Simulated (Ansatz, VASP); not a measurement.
**Al5O3: VASP beside Ansatz**

```
Al O
1.0
     3.15008    0.00000    0.00000
     0.00000    3.15008    0.00000
     0.00000    0.00000   11.04023
Al O
5 3
Direct
  0.00000 0.00000 0.25000
  0.00000 0.00000 0.75000
  0.00000 0.00000 0.00000
  0.50000 0.50000 0.37500
  0.50000 0.50000 0.62500
  0.50000 0.50000 0.12500
  0.50000 0.50000 0.87500
  0.00000 0.00000 0.50000
```

Change from the starting cell: species swapped into the Ti3Pd5 type (P4/mmm, No. 123).

Alike in both runs: task relaxation of cell and atoms; functional PBE; k mesh 6 × 6 × 2; occupations gaussian, width 0.1 eV; no spin polarisation.

|  | VASP | Ansatz |
| --- | --- | --- |
| version | VASP 6.6.1 | Ansatz 0.2.0 |
| potentials or method | VASP PAW PBE potentials, release 64 (Al, O), cutoff 600 eV | scalar-relativistic, plane waves, PAW |
| valence electrons in the cell | 33 | 33 |

VASP gave:

* gap on the k mesh at the Fermi level, each at its own relaxed structure (eV): none
* relaxed volume (Å³/atom): 11.98
* relaxed cell length with the largest relative difference (Å): 13.550

Question: Which values does Ansatz return?

Answer: gap on the k mesh at the Fermi level, each at its own relaxed structure (eV): none; relaxed volume (Å³/atom): 11.99; relaxed cell length with the largest relative difference (Å): 13.553.

A gap of «none» marks a metal or a gap that the smearing closes.
